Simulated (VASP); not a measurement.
# MgSeS4 (Cmmm) in VASP: relaxation of cell and atoms with PBE

Aim: the relaxation of cell and atoms of MgSeS4 with PBE.

All numbers are computed with VASP 6.6.1; they aren't measurements. Logs are shortened: lines on timing, memory, paths and dates and some standing lists are left out, and cuts for length are marked.

**1. The cell of the first run**

The structure is orthorhombic, space group Cmmm (No. 65). The conventional cell has a = 7.684 Å, b = 8.232 Å, c = 4.097 Å, α = 90.00°, β = 90.00°, γ = 90.00°. Mg (site symmetry mmm) has 6 S at 2.44 to 2.60 Å within 3.2 Å. Within 3.3 Å of Se (site symmetry mmm) lie 6 S at 2.51 to 2.55 Å. Within 3.4 Å of S (site symmetry m2m) lie 2 Se at 2.55 Å and 1 Mg at 2.60 Å and 1 S at 3.03 Å. Within 3.2 Å of S (site symmetry 2mm) lie 2 Mg at 2.44 Å and 1 Se at 2.51 Å and 1 S at 2.67 Å.

The cell was generated, and may not be a known phase.

**2. Relaxation of cell and atoms, PBE**

File INCAR:

```
SYSTEM = MgSeS4
PREC = Accurate ; ENCUT = 600
EDIFF = 1E-6 ; ISMEAR = 0
SIGMA = 0.1 ; LREAL = .FALSE.
LASPH = .TRUE. ; NELM = 80
ALGO = Normal ; ISIF = 3
LWAVE = .FALSE. ; LCHARG = .FALSE.
GGA = PE ; IBRION = 2
NSW = 100 ; EDIFFG = -0.01
```

File KPOINTS:

```
Automatic mesh
0
G
  8 8 10
  0 0 0
```

File POSCAR:

```
MgSeS4
1.0
    3.8421099685     -4.1160285734      0.0000000000
    3.8421099685      4.1160285734      0.0000000000
    0.0000000000      0.0000000000      4.0974692696
Mg Se S
1 1 4
Direct
    0.5000000000      0.5000000000      0.5000000000
    0.0000000000      0.0000000000      0.0000000000
    0.1839629063      0.8160370937      0.5000000000
    0.8160370937      0.1839629063      0.5000000000
    0.3264937452      0.3264937452      0.0000000000
    0.6735062548      0.6735062548      0.0000000000
```

Potentials or basis: VASP PAW PBE potentials, release 64 (Mg, Se, S).

On the command line:

```bash
$ cat potpaw_PBE.64/Mg/POTCAR potpaw_PBE.64/Se/POTCAR potpaw_PBE.64/S/POTCAR > POTCAR
$ mpirun -np 1 vasp_std > vasp.out
```

OUTCAR:

```text
SYSTEM = MgSeS4
   PREC = Accurate
   ENCUT = 600
   EDIFF = 1E-6
   ISMEAR = 0
   LREAL = .FALSE.
   LASPH = .TRUE.
   NELM = 80
   ISIF = 3
   GGA = PE
   IBRION = 2
   NSW = 100
   EDIFFG = -0.01

 ion  position               nearest neighbor table
   1  0.500  0.500  0.500-   5 2.44   6 2.44   5 2.44   6 2.44   3 2.60   4 2.60
   2  0.000  0.000  0.000-   5 2.51   6 2.51   3 2.55   4 2.55   3 2.55   4 2.55
   3  0.184  0.816  0.500-   2 2.55   2 2.55   1 2.60
   4  0.816  0.184  0.500-   2 2.55   2 2.55   1 2.60
   5  0.326  0.326  0.000-   1 2.44   1 2.44   2 2.51   6 2.67
   6  0.674  0.674  0.000-   1 2.44   1 2.44   2 2.51   5 2.67

  LATTYP: Found a base centered orthorhombic cell.
 ALAT       =     7.6842199370
 B/A-ratio  =     1.0712937962
 C/A-ratio  =     0.5332316492

  Lattice vectors:

 A1 = (   3.8421099685,  -4.1160285734,   0.0000000000)
 A2 = (   3.8421099685,   4.1160285734,   0.0000000000)
 A3 = (   0.0000000000,   0.0000000000,   4.0974692696)

Analysis of symmetry for initial positions (statically):
=====================================================================
 Subroutine PRICEL returns:
 Original cell was already a primitive cell.

 Routine SETGRP: Setting up the symmetry group for a
 base centered orthorhombic supercell.

 Subroutine GETGRP returns: Found  8 space group operations
 (whereof  8 operations were pure point group operations)
 out of a pool of  8 trial point group operations.

The static configuration has the point symmetry D_2h.

Analysis of symmetry for dynamics (positions and initial velocities):
=====================================================================
 Subroutine PRICEL returns:
 Original cell was already a primitive cell.

 Routine SETGRP: Setting up the symmetry group for a
 base centered orthorhombic supercell.

 Subroutine GETGRP returns: Found  8 space group operations
 (whereof  8 operations were pure point group operations)
 out of a pool of  8 trial point group operations.

The dynamic configuration has the point symmetry D_2h.

 Subroutine INISYM returns: Found  8 space group operations
 (whereof  8 operations are pure point group operations),
 and found     1 'primitive' translations

----------------------------------------------------------------------------------------
[... 121 lines left out ...]
     AMIX_MAG =   1.60;   BMIX_MAG =  1.00
  volume/ion in A,a.u.               =      21.60       145.76
  Fermi-wavevector in a.u.,A,eV,Ry     =   1.027055  1.940852 14.351985  1.054841
  Thomas-Fermi vector in A             =   2.160980
   LORBIT       =      0    0 simple, 1 ext, 2 COOP (PROOUT), +10 PAW based schemes
   GGA     = PE    functional components
   LHFCALC =     F    Hartree Fock is set to
   AEXX    =    0.0000 exact exchange contribution
   IVDW    =     0    specifies the selected vdW correction
   LEPSILON=     F    determine dielectric tensor
   LRPA    =     F    only Hartree local field effects (RPA)
 conjugate gradient relaxation of ions
 non-spin polarized calculation
 Gauss-broadening in eV      SIGMA  =   0.10
  energy-cutoff  :      600.00
  volume of cell :      129.60
 maximum number of plane-waves:      4360
 NGX is ok and might be reduce to    48
   NGX = 23   NGY = 23   NGZ = 17

--------------------------------------- Ionic step        1  -------------------------------------------

 number of electron      31.9999997 magnetization

 Free energy of the ion-electron system (eV)
  ---------------------------------------------------
  ext. energy  EPLUGINS =         0.00000000
  ---------------------------------------------------
  free energy    TOTEN  =       -20.75352525 eV

  energy without entropy =      -20.71986940  energy(sigma->0) =      -20.73669733

------------------------ aborting loop because EDIFF is reached ----------------------------------------

  FORCE on cell =-STRESS in cart. coord.  units (eV):
  Direction    XX          YY          ZZ          XY          YZ          ZX
  --------------------------------------------------------------------------------------
  -------------------------------------------------------------------------------------
  Total       -0.3431670      0.3392912     -0.6688130     -0.0000000      0.0000000      0.0000000
  in kB       -4.2425042      4.1945886     -8.2683989     -0.0000000      0.0000000      0.0000000
  external PRESSURE =      -2.7721048 kB  Pullay stress =       0.0000000 kB
[... 101 lines left out ...]
  FREE ENERGIE OF THE ION-ELECTRON SYSTEM (eV)
  ---------------------------------------------------
  free  energy   TOTEN  =       -20.7577175408 eV

  energy  without entropy=      -20.7255122587  energy(sigma->0) =      -20.74161490

[... ionic steps 4 to 10 ...]

--------------------------------------- Ionic step       11  -------------------------------------------

 number of electron      31.9999997 magnetization

------------------------ aborting loop because EDIFF is reached ----------------------------------------
[... 75 lines left out ...]
--------------------------------------- Ionic step       13  -------------------------------------------

 number of electron      31.9999997 magnetization

 Free energy of the ion-electron system (eV)
  ---------------------------------------------------
  ext. energy  EPLUGINS =         0.00000000
  ---------------------------------------------------
  free energy    TOTEN  =       -20.76136163 eV

  energy without entropy =      -20.72945867  energy(sigma->0) =      -20.74541015

 E-fermi :   2.9052     XC(G=0):  -9.2287

 val. band max:        2.9044087091   @ k =  -0.1250   0.1250   0.4000
 cond. band min:       2.9053813630   @ k =  -0.3750   0.1250   0.3000
 fundamental gap:      0.0009726540
 Fermi energy:         2.9051897167

 k-point     1 :       0.0000    0.0000    0.0000
  band No.  band energies     occupation
      1     -12.5281      2.00000
      2      -9.0741      2.00000
      3      -8.5877      2.00000
      4      -8.5114      2.00000
      5      -7.1971      2.00000
      6      -2.0411      2.00000
[... 541 lines left out ...]
     19       5.3934      0.00000
     20       6.3916      0.00000

 [... further k-points ...]

------------------------ aborting loop because EDIFF is reached ----------------------------------------

  FORCE on cell =-STRESS in cart. coord.  units (eV):
  Direction    XX          YY          ZZ          XY          YZ          ZX
  --------------------------------------------------------------------------------------
  -------------------------------------------------------------------------------------
  Total        0.0411359     -0.0006945      0.0050561     -0.0000000      0.0000000      0.0000000
  in kB        0.5093089     -0.0085986      0.0626005     -0.0000000      0.0000000      0.0000000
  external PRESSURE =       0.1877703 kB  Pullay stress =       0.0000000 kB
[... 21 lines left out ...]
  FREE ENERGIE OF THE ION-ELECTRON SYSTEM (eV)
  ---------------------------------------------------
  free  energy   TOTEN  =       -20.7613616302 eV

  energy  without entropy=      -20.7294586653  energy(sigma->0) =      -20.74541015

 reached required accuracy - stopping structural energy minimisation
```

OSZICAR:

```text
N       E                     dE             d eps       ncg     rms          rms(c)
DAV:   1     0.179141387240E+03    0.17914E+03   -0.14714E+04  5040   0.153E+03
DAV:   2    -0.819434468398E+01   -0.18734E+03   -0.18257E+03  7084   0.228E+02
DAV:   3    -0.217071531053E+02   -0.13513E+02   -0.13039E+02  6016   0.667E+01
[... 101 lines left out ...]
       N       E                     dE             d eps       ncg     rms          rms(c)
DAV:   1    -0.207612938582E+02    0.40598E-04   -0.22733E-02  5040   0.751E-01    0.907E-02
DAV:   2    -0.207613736565E+02   -0.79798E-04   -0.10777E-03  5376   0.209E-01    0.246E-02
DAV:   3    -0.207613644165E+02    0.92400E-05   -0.21814E-05  5912   0.310E-02    0.159E-02
DAV:   4    -0.207613614883E+02    0.29282E-05   -0.12766E-05  5672   0.197E-02    0.642E-03
DAV:   5    -0.207613616302E+02   -0.14192E-06   -0.21626E-06  3448   0.915E-03
  13 F= -.20761362E+02 E0= -.20745410E+02  d E =-.639876E-03
```

Wall time 54 min (1 thread of Intel Xeon 8259CL, shared host); peak memory 0.6 GiB.

What came out:

| Quantity | Value |
| --- | --- |
| Free energy | -20.7614 eV |
| Relaxed volume | 21.57 Å³/atom |
| Relaxed cell | a = 5.680 Å, b = 5.680 Å, c = 4.023 Å, α = 90.00°, β = 90.00°, γ = 94.47° |
| Space group after relaxing (to 0.1 Å) | Cmmm (No. 65) |
| Energy gained by relaxing | 1.3 meV/atom |
| Ionic steps | 13 |
| Pressure after relaxing | 0.0 GPa |
| Largest force after relaxing | 0.008 eV/Å |
| Band gap on the k mesh | zero (bands 16 and 17 overlap by 0.69 eV) |

Forces on the atoms (eV/Å):
```
Mg   0.000  0.000  0.000
Se   0.000  0.000  0.000
S    0.000 -0.008  0.000
S    0.000  0.008  0.000
S    0.002  0.000  0.000
S   -0.002  0.000  0.000
```

Step by step:
```
step  energy change (eV)  largest force (eV/Å)  pressure (GPa)  volume (Å³)
   1              0.0000                0.0549           -0.28       129.60
   2             -0.0038                0.0572            0.14       128.89
   3             -0.0042                0.0572            0.31       128.61
   4             -0.0059                0.0308            0.12       129.17
   5             -0.0063                0.0320           -0.03       129.64
   6             -0.0063                0.0319           -0.01       129.56
   7             -0.0065                0.0321           -0.01       129.58
   8             -0.0070                0.0336           -0.03       129.66
   9             -0.0071                0.0392           -0.05       129.80
  10             -0.0072                0.0369           -0.04       129.73
  11             -0.0074                0.0298           -0.03       129.66
  12             -0.0078                0.0109            0.01       129.47
  13             -0.0078                0.0082            0.02       129.40
```

Final structure:
```
CELL_PARAMETERS angstrom
3.85690 -4.17008 0.00000
3.85690 4.17008 0.00000
0.00000 0.00000 4.02288
ATOMIC_POSITIONS crystal
Mg 0.50000 0.50000 0.50000
Se 0.00000 0.00000 0.00000
S 0.18580 0.81420 0.50000
S 0.81420 0.18580 0.50000
S 0.32258 0.32258 0.00000
S 0.67742 0.67742 0.00000
```

Caveat: semilocal functionals underestimate gaps, and a narrow one can read as zero.
